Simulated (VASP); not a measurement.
Input of a VASP 6.6.1 run:

File INCAR:

```
PREC     = Accurate       # precision mode
ENCUT    = 500            # plane-wave cutoff, eV
EDIFF    = 1E-6           # SCF threshold, eV
ISMEAR   = -1             # smearing method
SIGMA    = 0.01           # smearing width, eV
LREAL    = False          # projectors in reciprocal space
LASPH    = True           # aspherical terms in the spheres
NELM     = 120            # most SCF steps
ALGO     = Normal         # electronic algorithm
ISIF     = 2              # what is computed and relaxed
LWAVE    = False          # write WAVECAR
LCHARG   = False          # write CHGCAR
NBANDS   = 15             # bands
GGA_COMPAT= False
```

Contents of KPOINTS:

```
Automatic mesh
0
Gamma
  7 7 7
```

The input POSCAR:

```
BaS
1.0
    0.0000000000      3.2256875000      3.1937500000
    3.2256875000      0.0000000000      3.1937500000
    3.2256875000      3.2256875000      0.0000000000
Ba S
1 1
Direct
    0.0000000000      0.0000000000      0.0000000000
    0.5000000000      0.5000000000      0.5000000000
```

Potentials or basis: VASP PAW LDA potentials, release 64 (Ba_sv, S).

Launch:

```bash
$ cat potpaw_LDA.64/Ba_sv/POTCAR potpaw_LDA.64/S/POTCAR > POTCAR
$ mpirun -np 1 vasp_std > vasp.out
```

Q: What does it give for the band gap on the k mesh?

A: 1.97 eV (least direct gap 2.13 eV).

Q: Predict the pressure.

A: -2.6 GPa.

Stress tensor (GPa, compression positive):
```
-2.87  0.00  0.00
 0.00 -2.87  0.00
 0.00  0.00 -2.14
```

Caveat: the cell differs from its parent crystal (equal xx and yy strain of +1 %); spin-orbit coupling is left out, which moves the levels of the heavy elements; an odd mesh through Γ misses points on the zone boundary, where band edges can lie.
